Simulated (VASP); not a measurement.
Runs of VASP 6.6.1 on SnO2. The structure is that of space group P4_2/mnm (No. 136), or close to it. The cells are those of the table. 

```csv
task,cell,cutoff (eV),gap on the mesh (eV),pressure (GPa),largest force (eV/Å)
single point,"a = 4.878, b = 4.878, c = 3.230 Å, 6 atoms",520,1.21,-9.2,0.04
single point,"a = 4.819, b = 4.819, c = 3.217 Å, 6 atoms",520,1.48,(b),0.03
single point,"a = 4.760, b = 4.760, c = 3.201 Å, 6 atoms",520,1.79,1.1,0.03
relaxation of shape and atoms at fixed volume,"relaxed from a = 4.807, b = 4.807, c = 3.233 Å, 6 atoms",600,(a),-4.9,0.01
```

Alike in all rows: level r2SCAN; potentials or basis VASP PAW PBE potentials, release 64 (Sn_d, O); no spin polarisation; k mesh 6 × 6 × 8; smearing gaussian 0.02 eV.

Problem. Fill in the values left out.

Solution. (a) 1.47; (b) -4.6.

Caveats: the PAW data sets were made with another functional, which shifts forces and pressure a little; spin-orbit coupling is left out, which moves the levels of the heavy elements; the cell stands under tension (at least some runs).

A k mesh can miss the band edges, and the runs leave out spin-orbit coupling on Sn.
